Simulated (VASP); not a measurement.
Set up this calculation in VASP 6.6.1, as the native input.

| Quantity | Value |
| --- | --- |
| Task | single point |
| Functional | PBE-based screened hybrid |
| Potentials or basis | VASP PAW PBE potentials, release 64 (Na_pv, S) |
| Cutoff | 400 eV |
| k mesh | 4 × 4 × 4 |
| Occupations | gaussian, width 0.01 eV |
| Spin | no spin polarisation |
| Dipole correction | no |
| Grid for exact exchange (PRECFOCK) | Normal |
| Share of exact exchange | 0.35 |
| Further INCAR settings | ALGO = Normal; EDIFF = 1e-06; NBANDS = 17 |
| Screening parameter | 0.3 1/Å |

The system is Na2S.

```xyz
3
Lattice="0.0000 3.2554 3.2554 3.2554 0.0000 3.2554 3.2554 3.2554 0.0000" Properties=species:S:1:pos:R:3 pbc="T T T"
Na    1.6277    1.6277    1.6277
Na    4.8831    4.8831    4.8831
S     0.0000    0.0000    0.0000
```

The input as run:

POSCAR

```
Na2S
1.0
    0.0000000000      3.2554286299      3.2554286299
    3.2554286299      0.0000000000      3.2554286299
    3.2554286299      3.2554286299      0.0000000000
Na S
2 1
Direct
    0.2500000000      0.2500000000      0.2500000000
    0.7500000000      0.7500000000      0.7500000000
    0.0000000000      0.0000000000      0.0000000000
```

INCAR.step1

```
PREC = Accurate
ENCUT = 400
EDIFF = 1E-5
ISMEAR = 0
SIGMA = 0.01
LREAL = False
LASPH = True
NELM = 120
ALGO = Normal
ISIF = 2
LWAVE = True
GGA = PE
NBANDS = 17
GGA_COMPAT = False
```

INCAR.step2

```
PREC = Accurate
ENCUT = 400
EDIFF = 1E-6
ISMEAR = 0
SIGMA = 0.01
LREAL = False
LASPH = True
NELM = 120
ALGO = Normal
ISIF = 2
LWAVE = False
LCHARG = True
GGA = PE
LHFCALC = True
AEXX = 0.35
HFSCREEN = 0.3
PRECFOCK = Normal
LELF = True
LVHAR = True
ISTART = 1
NBANDS = 17
GGA_COMPAT = False
```

KPOINTS

```
Automatic mesh
0
Gamma
  4 4 4
```

Potentials or basis: VASP PAW PBE potentials, release 64 (Na_pv, S).

Run with:

```console
$ cat potpaw_PBE.64/Na_pv/POTCAR potpaw_PBE.64/S/POTCAR > POTCAR
$ cp INCAR.step1 INCAR
$ mpirun -np 1 vasp_std > vasp.out
$ cp INCAR.step2 INCAR
$ mpirun -np 1 vasp_std > vasp.out
```

Results of the run:

- Pressure: -0.2 GPa
- Band gap on the k mesh: 3.64 eV, direct

Caveat: the PAW data sets were made with another functional, which shifts forces and pressure a little.

It took 2.2 min on 1 thread of Intel(R) Xeon(R) 6975P-C (Granite Rapids), on a shared host, peak memory 0.26 GiB.
